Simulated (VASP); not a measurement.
# Pd in VASP: single point with RPBE

Aim: the single point of Pd with RPBE.

Everything below comes from runs of VASP 6.6.1. Logs are shortened: lines on timing, memory, paths and dates and some standing lists are left out, and cuts for length are marked.

## 1. The cell of the first run

The cell holds a molecule in a box, 1 atom: a = 15.000 Å, b = 15.500 Å, c = 16.000 Å, α = 90.00°, β = 90.00°, γ = 90.00°.

## 2. Single point, RPBE

INCAR reads:

```
SYSTEM = Pd
PREC = Accurate
ENCUT = 400
EDIFF = 1E-6
ISMEAR = 0
SIGMA = 0.005
LREAL = .FALSE.
LASPH = .TRUE.
NELM = 120
ALGO = Normal
ISIF = 2
LWAVE = .FALSE.
LCHARG = .FALSE.
GGA = RP
NBANDS = 11
ISYM = 0
GGA_COMPAT = .FALSE.
NELMDL = -8
```

KPOINTS reads:

```
regular mesh
0
G
  1 1 1
  0 0 0
```

POSCAR reads:

```
Pd
1.0
   15.0000000000      0.0000000000      0.0000000000
    0.0000000000     15.5000000000      0.0000000000
    0.0000000000      0.0000000000     16.0000000000
Pd
1
Direct
    0.5000000000      0.5000000000      0.5000000000
```

Potentials or basis: VASP PAW PBE potentials, release 64 (Pd).

Started as:

```sh
$ cat potpaw_PBE.64/Pd/POTCAR > POTCAR
$ mpirun -np 1 vasp_gam > vasp.out
```

OUTCAR:

```text
SYSTEM = Pd
   PREC = Accurate
   ENCUT = 400
   EDIFF = 1E-6
   ISMEAR = 0
   LREAL = .FALSE.
   LASPH = .TRUE.
   NELM = 120
   ISIF = 2
   GGA = RP
   ISYM = 0
   NELMDL = -8

 ion  position               nearest neighbor table
   1  0.500  0.500  0.500-

IMPORTANT INFORMATION: All symmetrisations will be switched off!
NOSYMM: (Re-)initialisation of all symmetry stuff for point group C_1.

----------------------------------------------------------------------------------------

                                     Primitive cell

  volume of cell :    3720.0000

  direct lattice vectors                    reciprocal lattice vectors
    15.000000000  0.000000000  0.000000000     0.066666667  0.000000000  0.000000000
     0.000000000 15.500000000  0.000000000     0.000000000  0.064516129  0.000000000
     0.000000000  0.000000000 16.000000000     0.000000000  0.000000000  0.062500000

  length of vectors
    15.000000000 15.500000000 16.000000000     0.066666667  0.064516129  0.062500000

  position of ions in fractional coordinates (direct lattice)
     0.500000000  0.500000000  0.500000000

  ion indices of the primitive-cell ions
   primitive index   ion index
                 1           1

----------------------------------------------------------------------------------------

 KPOINTS: regular mesh

Automatic generation of k-mesh.
 Grid dimensions read from file:
 generate k-points for:    1    1    1

 Generating k-lattice:

  Cartesian coordinates                     Fractional coordinates (reciprocal lattice)
     0.066666667  0.000000000  0.000000000     1.000000000  0.000000000  0.000000000
     0.000000000  0.064516129  0.000000000     0.000000000  1.000000000  0.000000000
     0.000000000  0.000000000  0.062500000     0.000000000  0.000000000  1.000000000

  Length of vectors
     0.066666667  0.064516129  0.062500000

  Shift w.r.t. Gamma in fractional coordinates (k-lattice)
     0.000000000  0.000000000  0.000000000

 Subroutine IBZKPT returns following result:
 ===========================================

 Found      1 irreducible k-points:

 Following reciprocal coordinates:
            Coordinates               Weight
  0.000000  0.000000  0.000000      1.000000
   k-points           NKPTS =      1   k-points in BZ     NKDIM =      1   number of bands    NBANDS=     11
   number of dos      NEDOS =    301   number of ions     NIONS =      1
   total plane-waves  NPLWV = ******
   dimension x,y,z NGX =    98 NGY =  108 NGZ =  108
   dimension x,y,z NGXF=   196 NGYF=  216 NGZF=  216
   ions per type =               1
   NGX,Y,Z   is equivalent  to a cutoff of  10.86, 11.58, 11.22 a.u.
   NGXF,Y,Z  is equivalent  to a cutoff of  21.72, 23.17, 22.44 a.u.
 SYSTEM =  Pd
   PREC   = accura    normal or accurate (medium, high low for compatibility)
   ISTART =      0    job   : 0-new  1-cont  2-samecut
   ICHARG =      2    charge: 1-file 2-atom 10-const
   ISPIN  =      1    spin polarized calculation?
   LNONCOLLINEAR =      F non collinear calculations
   LSORBIT =      F    spin-orbit coupling
   LASPH  =      T    aspherical Exc in radial PAW
   ENCUT  =  400.0 eV  29.40 Ry    5.42 a.u.  24.46 25.28 26.09*2*pi/ulx,y,z
   NELM   =    120;   NELMIN=  2; NELMDL= -8     # of ELM steps
   EDIFF  = 0.1E-05   stopping-criterion for ELM
   LREAL  =      F    real-space projection
   EDIFFG = 0.1E-04   stopping-criterion for IOM
   NSW    =      0    number of steps for IOM
   IBRION =     -1    ionic relax: 0-MD 1-quasi-New 2-CG
   NFREE  =      0    steps in history (QN), initial steepest desc. (CG)
   ISIF   =      2    stress and relaxation
   ISYM   =      0    0-nonsym 1-usesym 2-fastsym
   POTIM  = 0.5000    time-step for ionic-motion
   TEBEG  =    0.0;   TEEND  =   0.0 temperature during run
   PSTRESS=    0.0 pullay stress
   NELECT =      10.0000    total number of electrons
   NUPDOWN=      -1.0000    fix difference up-down
   EMIN   =  10.00;   EMAX   =-10.00  energy-range for DOS
   EFERMI =   0.00;   METHOD = LEGACY
   ISMEAR =     0;   SIGMA  =   0.01  broadening in eV -4-tet -1-fermi 0-gaus
   EFERMI_NEDOS =   21; number of points for ismear=-14 and -15
   IALGO  =     38    algorithm
   IMIX   =      4    mixing-type and parameters
     AMIX     =   0.40;   BMIX     =  1.00
     AMIX_MAG =   1.60;   BMIX_MAG =  1.00
  volume/ion in A,a.u.               =    3720.00     25103.80
  Fermi-wavevector in a.u.,A,eV,Ry     =   0.227629  0.430156  0.704984  0.051815
  Thomas-Fermi vector in A             =   1.017343
   LORBIT       =      0    0 simple, 1 ext, 2 COOP (PROOUT), +10 PAW based schemes
   GGA     = RP    functional components
   LHFCALC =     F    Hartree Fock is set to
   AEXX    =    0.0000 exact exchange contribution
   IVDW    =     0    specifies the selected vdW correction
   LEPSILON=     F    determine dielectric tensor
   LRPA    =     F    only Hartree local field effects (RPA)
 non-spin polarized calculation
 Gauss-broadening in eV      SIGMA  =   0.01
  energy-cutoff  :      400.00
  volume of cell :     3720.00
 maximum number of plane-waves:     33758
 NGX is ok and might be reduce to    98
   NGX = 49   NGY = 51   NGZ = 53

 number of electron      10.0000000 magnetization

 number of electron       9.9999998 magnetization

 Free energy of the ion-electron system (eV)
  ---------------------------------------------------
  ext. energy  EPLUGINS =         0.00000000
  ---------------------------------------------------
  free energy    TOTEN  =        -1.50241419 eV

  energy without entropy =       -1.50241419  energy(sigma->0) =       -1.50241419

 E-fermi :  -3.8562     XC(G=0):  -0.2721

 val. band max:       -3.8824402354   @ k =   0.0000   0.0000   0.0000
 cond. band min:      -3.2041276101   @ k =   0.0000   0.0000   0.0000
 fundamental gap:      0.6783126253
 Fermi energy:        -3.8562035250

 k-point     1 :       0.0000    0.0000    0.0000
  band No.  band energies     occupation
      1      -3.8825      2.00000
      2      -3.8824      2.00000
      3      -3.8824      2.00000
      4      -3.8824      2.00000
      5      -3.8824      2.00000
      6      -3.2041      0.00000
      7      -0.3163      0.00000
      8      -0.3127      0.00000
      9      -0.3083      0.00000
     10      -0.0031      0.00000
     11       0.5536      0.00000

------------------------ aborting loop because EDIFF is reached ----------------------------------------

  FORCE on cell =-STRESS in cart. coord.  units (eV):
  Direction    XX          YY          ZZ          XY          YZ          ZX
  --------------------------------------------------------------------------------------
  -------------------------------------------------------------------------------------
  Total       -0.0681461     -0.0679085     -0.0699741      0.0000000     -0.0000001     -0.0000001
  in kB       -0.0293500     -0.0292477     -0.0301373      0.0000000     -0.0000000     -0.0000000
  external PRESSURE =      -0.0295784 kB  Pullay stress =       0.0000000 kB

 VOLUME and BASIS-vectors are now :
 -----------------------------------------------------------------------------
  energy-cutoff  :      400.00
  volume of cell :     3720.00
      direct lattice vectors                 reciprocal lattice vectors
    15.000000000  0.000000000  0.000000000     0.066666667  0.000000000  0.000000000
     0.000000000 15.500000000  0.000000000     0.000000000  0.064516129  0.000000000
     0.000000000  0.000000000 16.000000000     0.000000000  0.000000000  0.062500000

 POSITION                                       TOTAL-FORCE (eV/Angst)
 -----------------------------------------------------------------------------------
      7.50000      7.75000      8.00000         0.000000     -0.000000      0.000000
 -----------------------------------------------------------------------------------
    total drift:                                0.000000     -0.000000      0.000000

  FREE ENERGIE OF THE ION-ELECTRON SYSTEM (eV)
  ---------------------------------------------------
  free  energy   TOTEN  =        -1.5024141867 eV

  energy  without entropy=       -1.5024141867  energy(sigma->0) =       -1.50241419
```

Run time: 2.5 min. Hardware: 1 thread of AMD EPYC 7R13 (Zen 3), shared host; peak memory 1.4 GiB.

What came out:

```
Free energy                     : -1.5024 eV
Gap between the frontier levels : 0.68 eV
```

Levels at points of the mesh, in eV from the valence-band top:
| k point | band 3 | band 4 | band 5 | band 6 | band 7 | band 8 |
| --- | --- | --- | --- | --- | --- | --- |
| (0.00, 0.00, 0.00) | 0.00 | 0.00 | 0.00 | 0.68 | 3.57 | 3.57 |

Caveat: the PAW data sets were made with another functional, which shifts forces and pressure a little.
